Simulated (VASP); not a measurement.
Input of a VASP 6.6.1 run:

The input INCAR:

```
  PREC = Accurate
  ENCUT = 500
  EDIFF = 1E-6
  ISMEAR = 0
  SIGMA = 0.1
  LREAL = F
  LASPH = T
  NELM = 120
  ALGO = Normal
  ISIF = 2
  LWAVE = F
  LCHARG = F
  GGA = PS
  NBANDS = 12
  GGA_COMPAT = F
```

File KPOINTS:

```
regular mesh
0
Gamma
  18 18 8
```

The input POSCAR:

```
Sb
1.0
    2.9759044739      0.0000000000      0.0000000000
   -1.4879522370      2.5772088736      0.0000000000
    0.0000000000      0.0000000000      4.8554960906
Sb
2
Direct
    0.3333333333      0.6666666667      0.2500000000
    0.6666666667      0.3333333333      0.7500000000
```

Potentials or basis: VASP PAW PBE potentials, release 64 (Sb).

Launch:

```sh
$ cat potpaw_PBE.64/Sb/POTCAR > POTCAR
$ mpirun -np 1 vasp_std > vasp.out
```

(1) Estimate the pressure.

(2) What does it give for the band gap on the k mesh?

Results:

(1) 51.0 GPa.

(2) zero (band 5 reaches 20.92 eV, above the bottom of band 6 at 9.06 eV).

Caveat: the PAW data sets were made with another functional, which shifts forces and pressure a little; spin-orbit coupling is left out, which moves the levels of the heavy elements.
